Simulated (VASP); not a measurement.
# CdS (Fm-3m) in VASP: further runs

CdS is run at these levels: PBEsol, RPBE, BLYP; tasks: single point.

Program: VASP 6.6.1. These are calculated values, not measurements. Logs are shortened: lines on timing, memory, paths and dates and some standing lists are left out, and cuts for length are marked.

### 1 The cell of the first run

The structure is cubic, space group Fm-3m (No. 225). Conventional cell: a = 5.506 Å, b = 5.506 Å, c = 5.506 Å, α = 90.00°, β = 90.00°, γ = 90.00°. Cd (site symmetry m-3m) has 6 S at 2.75 Å within 3.6 Å. S (site symmetry m-3m) has 6 Cd at 2.75 Å within 3.6 Å.

### 2 Single point, PBEsol

The input, INCAR:

```
PREC = Accurate
ENCUT = 520
EDIFF = 1E-6
ISMEAR = 0
SIGMA = 0.1
LREAL = False
LASPH = True
NELM = 80
ALGO = Normal
ISIF = 2
LWAVE = False
LCHARG = False
GGA = PS
NBANDS = 16
```

The input, KPOINTS:

```
Automatic mesh
0
Gamma
  8 8 8
```

The input, POSCAR:

```
CdS
1.0
    0.0000000000      2.7532440000      2.7532440000
    2.7532440000      0.0000000000      2.7532440000
    2.7532440000      2.7532440000      0.0000000000
Cd S
1 1
Direct
    0.0000000000      0.0000000000      0.0000000000
    0.5000000000      0.5000000000      0.5000000000
```

Potentials or basis: VASP PAW PBE potentials, release 64 (Cd, S).

Run with:

```
$ cat potpaw_PBE.64/Cd/POTCAR potpaw_PBE.64/S/POTCAR > POTCAR
$ mpirun -np 1 vasp_std > vasp.out
```

OUTCAR:

```text
PREC = Accurate
   ENCUT = 520
   EDIFF = 1E-6
   ISMEAR = 0
   LREAL = False
   LASPH = True
   NELM = 80
   ISIF = 2
   GGA = PS

 ion  position               nearest neighbor table
   1  0.000  0.000  0.000-   2 2.75   2 2.75   2 2.75   2 2.75   2 2.75   2 2.75
   2  0.500  0.500  0.500-   1 2.75   1 2.75   1 2.75   1 2.75   1 2.75   1 2.75

  LATTYP: Found a face centered cubic cell.
 ALAT       =     5.5064880000

  Lattice vectors:

 A1 = (   0.0000000000,   2.7532440000,   2.7532440000)
 A2 = (   2.7532440000,   0.0000000000,   2.7532440000)
 A3 = (   2.7532440000,   2.7532440000,   0.0000000000)

Analysis of symmetry for initial positions (statically):
=====================================================================
 Subroutine PRICEL returns:
 Original cell was already a primitive cell.

 Routine SETGRP: Setting up the symmetry group for a
 face centered cubic supercell.

 Subroutine GETGRP returns: Found 48 space group operations
[... 9 lines left out ...]

 Routine SETGRP: Setting up the symmetry group for a
 face centered cubic supercell.

 Subroutine GETGRP returns: Found 48 space group operations
[... 11 lines left out ...]
                                     Primitive cell

  volume of cell :      41.7411

  direct lattice vectors                    reciprocal lattice vectors
     0.000000000  2.753244000  2.753244000    -0.181603955  0.181603955  0.181603955
     2.753244000  0.000000000  2.753244000     0.181603955 -0.181603955  0.181603955
     2.753244000  2.753244000  0.000000000     0.181603955  0.181603955 -0.181603955

  length of vectors
     3.893675005  3.893675005  3.893675005     0.314547277  0.314547277  0.314547277

  position of ions in fractional coordinates (direct lattice)
     0.000000000  0.000000000  0.000000000
     0.500000000  0.500000000  0.500000000

  ion indices of the primitive-cell ions
   primitive index   ion index
                 1           1
                 2           2

----------------------------------------------------------------------------------------

 KPOINTS: Automatic mesh

Automatic generation of k-mesh.
 Grid dimensions read from file:
 generate k-points for:    8    8    8

 Generating k-lattice:

  Cartesian coordinates                     Fractional coordinates (reciprocal lattice)
    -0.022700494  0.022700494  0.022700494     0.125000000  0.000000000  0.000000000
     0.022700494 -0.022700494  0.022700494     0.000000000  0.125000000  0.000000000
     0.022700494  0.022700494 -0.022700494     0.000000000  0.000000000  0.125000000

  Length of vectors
     0.039318410  0.039318410  0.039318410

  Shift w.r.t. Gamma in fractional coordinates (k-lattice)
     0.000000000  0.000000000  0.000000000

 Subroutine IBZKPT returns following result:
 ===========================================

 Found     29 irreducible k-points:

 Following reciprocal coordinates:
            Coordinates               Weight
  0.000000  0.000000  0.000000      1.000000
  0.125000  0.000000  0.000000      8.000000
  0.250000  0.000000  0.000000      8.000000
  0.375000  0.000000  0.000000      8.000000
  0.500000  0.000000  0.000000      4.000000
  0.125000  0.125000  0.000000      6.000000
[... 16 lines left out ...]
  0.500000  0.250000  0.125000     48.000000
 -0.375000  0.250000  0.125000     24.000000
 [... further k-points ...]
   k-points           NKPTS =     29   k-points in BZ     NKDIM =     29   number of bands    NBANDS=     16
   number of dos      NEDOS =    301   number of ions     NIONS =      2
   total plane-waves  NPLWV =  27000
   dimension x,y,z NGX =    30 NGY =   30 NGZ =   30
   dimension x,y,z NGXF=    60 NGYF=   60 NGZF=   60
   ions per type =               1   1
   NGX,Y,Z   is equivalent  to a cutoff of  12.81, 12.81, 12.81 a.u.
   NGXF,Y,Z  is equivalent  to a cutoff of  25.62, 25.62, 25.62 a.u.
 SYSTEM =  unknown system
   PREC   = accura    normal or accurate (medium, high low for compatibility)
   ISTART =      0    job   : 0-new  1-cont  2-samecut
   ICHARG =      2    charge: 1-file 2-atom 10-const
   ISPIN  =      1    spin polarized calculation?
   LNONCOLLINEAR =      F non collinear calculations
   LSORBIT =      F    spin-orbit coupling
   LASPH  =      T    aspherical Exc in radial PAW
   ENCUT  =  520.0 eV  38.22 Ry    6.18 a.u.   7.24  7.24  7.24*2*pi/ulx,y,z
   NELM   =     80;   NELMIN=  2; NELMDL= -5     # of ELM steps
   EDIFF  = 0.1E-05   stopping-criterion for ELM
   LREAL  =      F    real-space projection
   EDIFFG = 0.1E-04   stopping-criterion for IOM
   NSW    =      0    number of steps for IOM
   IBRION =     -1    ionic relax: 0-MD 1-quasi-New 2-CG
   NFREE  =      0    steps in history (QN), initial steepest desc. (CG)
   ISIF   =      2    stress and relaxation
   ISYM   =      2    0-nonsym 1-usesym 2-fastsym
   POTIM  = 0.5000    time-step for ionic-motion
   TEBEG  =    0.0;   TEEND  =   0.0 temperature during run
   PSTRESS=    0.0 pullay stress
   NELECT =      18.0000    total number of electrons
   NUPDOWN=      -1.0000    fix difference up-down
   EMIN   =  10.00;   EMAX   =-10.00  energy-range for DOS
   EFERMI =   0.00;   METHOD = LEGACY
   ISMEAR =     0;   SIGMA  =   0.10  broadening in eV -4-tet -1-fermi 0-gaus
   EFERMI_NEDOS =   21; number of points for ismear=-14 and -15
   IALGO  =     38    algorithm
   IMIX   =      4    mixing-type and parameters
     AMIX     =   0.40;   BMIX     =  1.00
     AMIX_MAG =   1.60;   BMIX_MAG =  1.00
  volume/ion in A,a.u.               =      20.87       140.84
  Fermi-wavevector in a.u.,A,eV,Ry     =   1.236833  2.337275 20.813583  1.529755
  Thomas-Fermi vector in A             =   2.371425
   LORBIT       =      0    0 simple, 1 ext, 2 COOP (PROOUT), +10 PAW based schemes
   GGA     = PS    functional components
   LHFCALC =     F    Hartree Fock is set to
   AEXX    =    0.0000 exact exchange contribution
   IVDW    =     0    specifies the selected vdW correction
   LEPSILON=     F    determine dielectric tensor
   LRPA    =     F    only Hartree local field effects (RPA)
 non-spin polarized calculation
 Gauss-broadening in eV      SIGMA  =   0.10
  energy-cutoff  :      520.00
  volume of cell :       41.74
 maximum number of plane-waves:      1158
 NGX is ok and might be reduce to    30
   NGX = 15   NGY = 15   NGZ = 15

 number of electron      18.0000005 magnetization

 Free energy of the ion-electron system (eV)
  ---------------------------------------------------
  ext. energy  EPLUGINS =         0.00000000
  ---------------------------------------------------
  free energy    TOTEN  =        -6.61901510 eV

  energy without entropy =       -6.61793184  energy(sigma->0) =       -6.61847347

 E-fermi :   2.7326     XC(G=0): -10.5086

 val. band max:        2.6128346381   @ k =   0.5000   0.0000   0.0000
 cond. band min:       2.7493237805   @ k =   0.5000   0.5000   0.0000
 fundamental gap:      0.1364891425
 Fermi energy:         2.7325972204

 k-point     1 :       0.0000    0.0000    0.0000
  band No.  band energies     occupation
      1     -10.0707      2.00000
      2      -4.9369      2.00000
      3      -4.9369      2.00000
      4      -4.9348      2.00000
      5      -4.9348      2.00000
      6      -4.9348      2.00000
[... 8 lines left out ...]
     15      13.7951      0.00000
     16      13.7951      0.00000

 k-point     2 :       0.1250    0.0000    0.0000
  band No.  band energies     occupation
      1      -9.9396      2.00000
      2      -4.9819      2.00000
      3      -4.9819      2.00000
      4      -4.9492      2.00000
      5      -4.9066      2.00000
      6      -4.9066      2.00000
[... 8 lines left out ...]
     15      12.7629      0.00000
     16      13.4782      0.00000

 k-point     3 :       0.2500    0.0000    0.0000
  band No.  band energies     occupation
      1      -9.5883      2.00000
      2      -5.0877      2.00000
      3      -5.0877      2.00000
      4      -5.0032      2.00000
      5      -4.8367      2.00000
      6      -4.8367      2.00000
[... 8 lines left out ...]
     15      13.3652      0.00000
     16      13.3652      0.00000

 k-point     4 :       0.3750    0.0000    0.0000
  band No.  band energies     occupation
      1      -9.1670      2.00000
      2      -5.1889      2.00000
      3      -5.1889      2.00000
      4      -5.1099      2.00000
      5      -4.7655      2.00000
      6      -4.7655      2.00000
[... 8 lines left out ...]
     15      14.6376      0.00000
     16      14.6376      0.00000

 k-point     5 :       0.5000    0.0000    0.0000
  band No.  band energies     occupation
      1      -8.9613      2.00000
      2      -5.2297      2.00000
      3      -5.2297      2.00000
      4      -5.1846      2.00000
      5      -4.7356      2.00000
      6      -4.7356      2.00000
[... 8 lines left out ...]
     15      15.5677      0.00000
     16      15.5677      0.00000

 k-point     6 :       0.1250    0.1250    0.0000
  band No.  band energies     occupation
      1      -9.9024      2.00000
      2      -5.0306      2.00000
      3      -4.9574      2.00000
      4      -4.9214      2.00000
      5      -4.9068      2.00000
      6      -4.9068      2.00000
[... 8 lines left out ...]
     15      14.9497      0.00000
     16      14.9720      0.00000

 k-point     7 :       0.2500    0.1250    0.0000
  band No.  band energies     occupation
      1      -9.6434      2.00000
      2      -5.1073      2.00000
      3      -4.9837      2.00000
      4      -4.9808      2.00000
      5      -4.8628      2.00000
      6      -4.8301      2.00000
[... 8 lines left out ...]
     15      14.4851      0.00000
     16      14.8302      0.00000

 k-point     8 :       0.3750    0.1250    0.0000
  band No.  band energies     occupation
      1      -9.2698      2.00000
      2      -5.1531      2.00000
      3      -5.0869      2.00000
      4      -5.0354      2.00000
      5      -4.7956      2.00000
      6      -4.7563      2.00000
[... 8 lines left out ...]
     15      15.0741      0.00000
     16      15.3104      0.00000

 k-point     9 :       0.5000    0.1250    0.0000
  band No.  band energies     occupation
      1      -8.9994      2.00000
      2      -5.1760      2.00000
      3      -5.1264      2.00000
      4      -5.1210      2.00000
      5      -4.7357      2.00000
      6      -4.7292      2.00000
[... 8 lines left out ...]
     15      15.7194      0.00000
     16      16.1576      0.00000
[... 172 lines left out ...]
 k-point    19 :       0.5000    0.3750    0.0000
  band No.  band energies     occupation
      1      -9.1543      2.00000
      2      -5.0671      2.00000
      3      -4.8908      2.00000
      4      -4.7304      2.00000
      5      -4.6880      2.00000
      6      -4.2626      2.00000
[... 8 lines left out ...]
     15      16.7939      0.00000
     16      17.5697      0.00000

 k-point    20 :      -0.3750    0.3750    0.0000
  band No.  band energies     occupation
      1      -9.0555      2.00000
      2      -5.0446      2.00000
      3      -5.0041      2.00000
      4      -4.8077      2.00000
      5      -4.7042      2.00000
      6      -4.2989      2.00000
[... 8 lines left out ...]
     15      15.4498      0.00000
     16      18.1025      0.00000

 k-point    21 :       0.5000    0.5000    0.0000
  band No.  band energies     occupation
      1      -9.1817      2.00000
      2      -5.0889      2.00000
      3      -4.8304      2.00000
      4      -4.6711      2.00000
      5      -4.6711      2.00000
      6      -4.0255      2.00000
[... 8 lines left out ...]
     15      16.9676      0.00000
     16      17.2407      0.00000

 k-point    22 :       0.3750    0.2500    0.1250
  band No.  band energies     occupation
      1      -9.3931      2.00000
      2      -5.1146      2.00000
      3      -5.0250      2.00000
      4      -4.9962      2.00000
      5      -4.8206      2.00000
      6      -4.7522      2.00000
[... 8 lines left out ...]
     15      15.6705      0.00000
     16      16.3380      0.00000

 k-point    23 :       0.5000    0.2500    0.1250
  band No.  band energies     occupation
      1      -9.1200      2.00000
      2      -5.1155      2.00000
      3      -5.0604      2.00000
      4      -4.9927      2.00000
      5      -4.7604      2.00000
      6      -4.6729      2.00000
[... 8 lines left out ...]
     15      16.1043      0.00000
     16      16.5884      0.00000

 k-point    24 :      -0.3750    0.2500    0.1250
  band No.  band energies     occupation
      1      -8.9991      2.00000
      2      -5.1548      2.00000
      3      -5.0290      2.00000
      4      -4.9838      2.00000
      5      -4.7249      2.00000
      6      -4.6373      2.00000
[... 8 lines left out ...]
     15      14.7550      0.00000
     16      16.9379      0.00000

 [... further k-points ...]
[... 5 lines left out ...]
  --------------------------------------------------------------------------------------
  -------------------------------------------------------------------------------------
  Total       -1.0311743     -1.0311743     -1.0311743     -0.0000000      0.0000000     -0.0000000
  in kB      -39.5802510    -39.5802510    -39.5802510     -0.0000000      0.0000000     -0.0000000
  external PRESSURE =     -39.5802510 kB  Pullay stress =       0.0000000 kB

 VOLUME and BASIS-vectors are now :
 -----------------------------------------------------------------------------
  energy-cutoff  :      520.00
  volume of cell :       41.74
      direct lattice vectors                 reciprocal lattice vectors
     0.000000000  2.753244000  2.753244000    -0.181603955  0.181603955  0.181603955
     2.753244000  0.000000000  2.753244000     0.181603955 -0.181603955  0.181603955
     2.753244000  2.753244000  0.000000000     0.181603955  0.181603955 -0.181603955

 POSITION                                       TOTAL-FORCE (eV/Angst)
 -----------------------------------------------------------------------------------
      0.00000      0.00000      0.00000         0.000000      0.000000      0.000000
      2.75324      2.75324      2.75324        -0.000000     -0.000000      0.000000
 -----------------------------------------------------------------------------------
    total drift:                               -0.000000      0.000000      0.000000

  FREE ENERGIE OF THE ION-ELECTRON SYSTEM (eV)
  ---------------------------------------------------
  free  energy   TOTEN  =        -6.6190150969 eV

  energy  without entropy=       -6.6179318438  energy(sigma->0) =       -6.61847347
```

Wall time 28 s (1 thread of Intel Xeon Platinum 8375C at 2.90GHz (Ice Lake), shared host); peak memory 0.17 GiB.

Results:

| Item | Value |
| --- | --- |
| Free energy | -6.6190 eV |
| Pressure | -4.0 GPa |
| Band gap on the k mesh | 0.14 eV, indirect (least direct gap 1.42 eV) |

Levels at points of the mesh, in eV from the valence-band top:
```
           k point  band 5  band 6  band 7  band 8  band 9  band 10  band 11  band 12  band 13  band 14
(0.00, 0.00, 0.00)   -7.55   -7.55   -0.71   -0.71   -0.71     0.71     9.15     9.15     9.15    11.10
(0.50, 0.00, 0.00)   -7.35   -7.35   -4.82    0.00    0.00     3.37     5.81     5.81     6.60    12.00
(0.50, 0.50, 0.00)   -7.28   -6.64   -4.18   -2.09   -2.09     0.14     5.93     9.61    11.01    11.01
```

Caveat: the PAW data sets were made with another functional, which shifts forces and pressure a little.

### 3 Single point, RPBE

The input, INCAR:

```
ALGO = Normal ; EDIFF = 1E-6
ENCUT = 520 ; GGA = RP
ISIF = 2 ; ISMEAR = 0
LASPH = True ; LCHARG = True
LELF = True ; LREAL = False
LVHAR = True ; LWAVE = False
NBANDS = 16 ; NELM = 80
PREC = Accurate ; SIGMA = 0.1
```

The input, KPOINTS:

```
k-points
0
Gamma
  8 8 8
```

POSCAR is that of step 2.

Potentials or basis: VASP PAW PBE potentials, release 64 (Cd, S).

Run with:

```
$ cat potpaw_PBE.64/Cd/POTCAR potpaw_PBE.64/S/POTCAR > POTCAR
$ mpirun -np 1 vasp_std > vasp.out
```

Run time: 31 s. Hardware: 1 thread of Intel Xeon Platinum 8375C at 2.90GHz (Ice Lake), shared host; peak memory 0.17 GiB.

The run converged. Its results:

| Property | Result |
| --- | --- |
| Free energy | -5.1603 eV |
| Pressure | 2.5 GPa |
| Band gap on the k mesh | 0.37 eV, indirect (least direct gap 1.66 eV) |

Levels at points of the mesh, in eV from the valence-band top:
| k point | band 7 | band 8 | band 9 | band 10 | band 11 | band 12 |
| --- | --- | --- | --- | --- | --- | --- |
| (0.00, 0.00, 0.00) | -0.69 | -0.69 | -0.69 | 0.97 | 9.25 | 9.25 |
| (0.50, 0.00, 0.00) | -4.70 | 0.00 | 0.00 | 3.66 | 6.01 | 6.01 |
| (0.50, 0.50, 0.00) | -4.06 | -2.03 | -2.03 | 0.37 | 6.14 | 9.87 |

Caveat: the PAW data sets were made with another functional, which shifts forces and pressure a little. A k mesh can miss the band edges.

[end of part 1 of 2]
